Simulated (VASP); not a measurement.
# H (P1) in VASP: single point with PBEsol

Aim: the single point of H with PBEsol.

Everything below comes from runs of VASP 6.6.1. Logs are shortened: lines on timing, memory, paths and dates and some standing lists are left out, and cuts for length are marked.

## (1) The cell of the first run

The typed cell holds 4 atoms: a = 3.213 Å, b = 3.156 Å, c = 6.293 Å, α = 89.97°, β = 90.19°, γ = 118.07°.

## (2) Single point, PBEsol (atoms moved at random and the cell strained at random)

Input file INCAR:

```
SYSTEM = H
  ALGO = Normal
  EDIFF = 1E-6
  ENCUT = 520
  GGA = PS
  ISIF = 2
  ISMEAR = 0
  LASPH = .TRUE.
  LCHARG = .FALSE.
  LREAL = .FALSE.
  LWAVE = .FALSE.
  NBANDS = 10
  NELM = 60
  PREC = Accurate
  SIGMA = 0.02
```

Input file KPOINTS:

```
k-points
0
G
  8 8 4
  0 0 0
```

Input file POSCAR:

```
H
1.0
    1.6658090373     -2.7469537335     -0.0052436491
    1.6113438920      2.7140848555      0.0007060932
   -0.0086892704      0.0068758389      6.2934434662
H
4
Direct
    0.5662535610      0.4206466936      0.9977276521
    0.4258355753      0.5462440783      0.0069937013
    0.4030250062      0.5602515494      0.5008543439
    0.5770581392      0.4048615582      0.5055121593
```

Potentials or basis: VASP PAW PBE potentials, release 64 (H).

The run is started by

```bash
$ cat potpaw_PBE.64/H/POTCAR > POTCAR
$ mpirun -np 1 vasp_std > vasp.out
```

OUTCAR:

```text
SYSTEM = H
   EDIFF = 1E-6
   ENCUT = 520
   GGA = PS
   ISIF = 2
   ISMEAR = 0
   LASPH = .TRUE.
   LREAL = .FALSE.
   NELM = 60
   PREC = Accurate

 ion  position               nearest neighbor table
   1  0.566  0.421  0.998-   2 0.73
   2  0.426  0.546  0.007-   1 0.73
   3  0.403  0.560  0.501-
   4  0.577  0.405  0.506-

  LATTYP: Found a triclinic cell.
 ALAT       =     3.2125849496
 B/A-ratio  =     0.9825023687
 C/A-ratio  =     1.9589997835
 COS(alpha) =     0.0004583037
 COS(beta)  =     0.0032823254
 COS(gamma) =     0.4705349376

  Lattice vectors:

 A1 = (   1.6658090373,  -2.7469537335,  -0.0052436491)
 A2 = (  -1.6113438920,  -2.7140848555,  -0.0007060932)
 A3 = (   0.0086892704,  -0.0068758389,  -6.2934434662)

Analysis of symmetry for initial positions (statically):
=====================================================================
 Subroutine PRICEL returns:
 Original cell was already a primitive cell.

 Routine SETGRP: Setting up the symmetry group for a
 triclinic supercell.

 Subroutine GETGRP returns: Found  1 space group operations
 (whereof  1 operations were pure point group operations)
 out of a pool of  2 trial point group operations.

The static configuration has the point symmetry C_1 .

Analysis of symmetry for dynamics (positions and initial velocities):
=====================================================================
 Subroutine PRICEL returns:
 Original cell was already a primitive cell.

 Routine SETGRP: Setting up the symmetry group for a
 triclinic supercell.

 Subroutine GETGRP returns: Found  1 space group operations
 (whereof  1 operations were pure point group operations)
 out of a pool of  2 trial point group operations.

The dynamic configuration has the point symmetry C_1 .

 Subroutine INISYM returns: Found  1 space group operations
 (whereof  1 operations are pure point group operations),
 and found     1 'primitive' translations

----------------------------------------------------------------------------------------

                                     Primitive cell

  volume of cell :      56.3100

  direct lattice vectors                    reciprocal lattice vectors
     1.665809037 -2.746953733 -0.005243649     0.303337511 -0.180090714  0.000615570
     1.611343892  2.714084855  0.000706093     0.307010522  0.186177051  0.000220479
[... 92 lines left out ...]
   NSW    =      0    number of steps for IOM
   IBRION =     -1    ionic relax: 0-MD 1-quasi-New 2-CG
   NFREE  =      0    steps in history (QN), initial steepest desc. (CG)
   ISIF   =      2    stress and relaxation
   ISYM   =      2    0-nonsym 1-usesym 2-fastsym
   POTIM  = 0.5000    time-step for ionic-motion
   TEBEG  =    0.0;   TEEND  =   0.0 temperature during run
   PSTRESS=    0.0 pullay stress
   NELECT =       4.0000    total number of electrons
   NUPDOWN=      -1.0000    fix difference up-down
   EMIN   =  10.00;   EMAX   =-10.00  energy-range for DOS
   EFERMI =   0.00;   METHOD = LEGACY
   ISMEAR =     0;   SIGMA  =   0.02  broadening in eV -4-tet -1-fermi 0-gaus
   EFERMI_NEDOS =   21; number of points for ismear=-14 and -15
   IALGO  =     38    algorithm
   IMIX   =      4    mixing-type and parameters
     AMIX     =   0.40;   BMIX     =  1.00
     AMIX_MAG =   1.60;   BMIX_MAG =  1.00
  volume/ion in A,a.u.               =      14.08        95.00
  Fermi-wavevector in a.u.,A,eV,Ry     =   0.678005  1.281244  6.254475  0.459691
  Thomas-Fermi vector in A             =   1.755781
   LORBIT       =      0    0 simple, 1 ext, 2 COOP (PROOUT), +10 PAW based schemes
   GGA     = PS    functional components
   LHFCALC =     F    Hartree Fock is set to
   AEXX    =    0.0000 exact exchange contribution
   IVDW    =     0    specifies the selected vdW correction
   LEPSILON=     F    determine dielectric tensor
   LRPA    =     F    only Hartree local field effects (RPA)
 non-spin polarized calculation
 Gauss-broadening in eV      SIGMA  =   0.02
  energy-cutoff  :      520.00
  volume of cell :       56.31
 maximum number of plane-waves:      1535
   NGX = 11   NGY = 11   NGZ = 23

 number of electron       4.0000000 magnetization

 Free energy of the ion-electron system (eV)
  ---------------------------------------------------
  ext. energy  EPLUGINS =         0.00000000
  ---------------------------------------------------
  free energy    TOTEN  =       -12.77581677 eV

  energy without entropy =      -12.77581677  energy(sigma->0) =      -12.77581677

 E-fermi :  -7.5877     XC(G=0):  -4.9199

 val. band max:       -7.6925126502   @ k =   0.5000   0.5000   0.0000
 cond. band min:      -0.9106089064   @ k =   0.5000   0.5000   0.0000
 fundamental gap:      6.7819037438
 Fermi energy:        -7.5876672561

 k-point     1 :       0.0000    0.0000    0.0000
  band No.  band energies     occupation
      1     -10.1743      2.00000
      2      -9.2892      2.00000
      3       0.7412      0.00000
      4       4.2751      0.00000
      5       6.7876      0.00000
      6       8.9027      0.00000
      7       8.9876      0.00000
      8      10.0782      0.00000
      9      12.7854      0.00000
     10      12.9762      0.00000
[... 287 lines left out ...]
 k-point    24 :       0.2500    0.3750   -0.0000
  band No.  band energies     occupation
      1      -8.7766      2.00000
      2      -7.8370      2.00000
      3       0.7514      0.00000
      4       2.7302      0.00000
      5       3.1385      0.00000
      6       5.4324      0.00000
      7       5.5160      0.00000
      8       7.4727      0.00000
      9       9.3158      0.00000
     10      11.1297      0.00000

 [... further k-points ...]
[... 5 lines left out ...]
  --------------------------------------------------------------------------------------
  -------------------------------------------------------------------------------------
  Total       -0.0025577     -2.0506015      0.0364342      0.0900607      0.1492768     -0.0067459
  in kB       -0.0727743    -58.3453617      1.0366565      2.5624786      4.2473422     -0.1919401
  external PRESSURE =     -19.1271599 kB  Pullay stress =       0.0000000 kB

 VOLUME and BASIS-vectors are now :
 -----------------------------------------------------------------------------
  energy-cutoff  :      520.00
  volume of cell :       56.31
      direct lattice vectors                 reciprocal lattice vectors
     1.665809037 -2.746953733 -0.005243649     0.303337511 -0.180090714  0.000615570
     1.611343892  2.714084855  0.000706093     0.307010522  0.186177051  0.000220479
    -0.008689270  0.006875839  6.293443466     0.000218293 -0.000170938  0.158896013

 POSITION                                       TOTAL-FORCE (eV/Angst)
 -----------------------------------------------------------------------------------
      1.61241     -0.40694      6.27647         0.045655     -1.050529     -0.088502
      1.58949      0.31285      0.04217        -0.045500      1.050294      0.089079
      1.56977      0.41692      3.15038         0.135230     -3.056154      0.095365
      1.60925     -0.48285      3.17867        -0.135385      3.056389     -0.095942
 -----------------------------------------------------------------------------------
    total drift:                                0.000108      0.000090     -0.000024

  FREE ENERGIE OF THE ION-ELECTRON SYSTEM (eV)
  ---------------------------------------------------
  free  energy   TOTEN  =       -12.7758167727 eV

  energy  without entropy=      -12.7758167727  energy(sigma->0) =      -12.77581677
```

OSZICAR:

```text
N       E                     dE             d eps       ncg     rms          rms(c)
DAV:   1    -0.592968543479E+01   -0.59297E+01   -0.15052E+03  2648   0.280E+02
DAV:   2    -0.134246880234E+02   -0.74950E+01   -0.74099E+01  3500   0.485E+01
DAV:   3    -0.136557889852E+02   -0.23110E+00   -0.23098E+00  3116   0.760E+00
DAV:   4    -0.136564061530E+02   -0.61717E-03   -0.61716E-03  3034   0.461E-01
DAV:   5    -0.136564081862E+02   -0.20333E-05   -0.20333E-05  3026   0.268E-02    0.544E+00
DAV:   6    -0.130436802854E+02    0.61273E+00   -0.30053E-01  2820   0.194E+00    0.297E+00
DAV:   7    -0.127652460504E+02    0.27843E+00   -0.58156E-01  2836   0.286E+00    0.318E-01
DAV:   8    -0.127763874764E+02   -0.11141E-01   -0.12628E-02  2738   0.472E-01    0.156E-01
DAV:   9    -0.127757556178E+02    0.63186E-03   -0.12205E-03  3052   0.151E-01    0.230E-02
DAV:  10    -0.127758126940E+02   -0.57076E-04   -0.13516E-04  2748   0.597E-02    0.169E-02
DAV:  11    -0.127758164954E+02   -0.38014E-05   -0.12836E-05  2994   0.188E-02    0.362E-03
DAV:  12    -0.127758167727E+02   -0.27726E-06   -0.20283E-06  2862   0.716E-03
   1 F= -.12775817E+02 E0= -.12775817E+02  d E =-.554723E-16
```

Wall time 80 s (1 thread of Intel Xeon 8259CL, shared host); peak memory 0.19 GiB.

What came out:

```yaml
Free_energy: -12.7758 eV
Pressure: -1.9 GPa
Largest_force: 3.061 eV/Å
Band_gap_on_the_k_mesh: 6.78 eV
```

Forces in eV/Å, atoms in the order of the input:
```
H    0.046 -1.051 -0.089
H   -0.045  1.050  0.089
H    0.135 -3.056  0.095
H   -0.135  3.056 -0.096
```

Stress tensor (GPa, compression positive):
```
-0.01  0.26 -0.02
 0.26 -5.83  0.42
-0.02  0.42  0.10
```

Caveat: the cell differs from its parent crystal (atoms moved at random and the cell strained at random); the PAW data sets were made with another functional, which shifts forces and pressure a little.
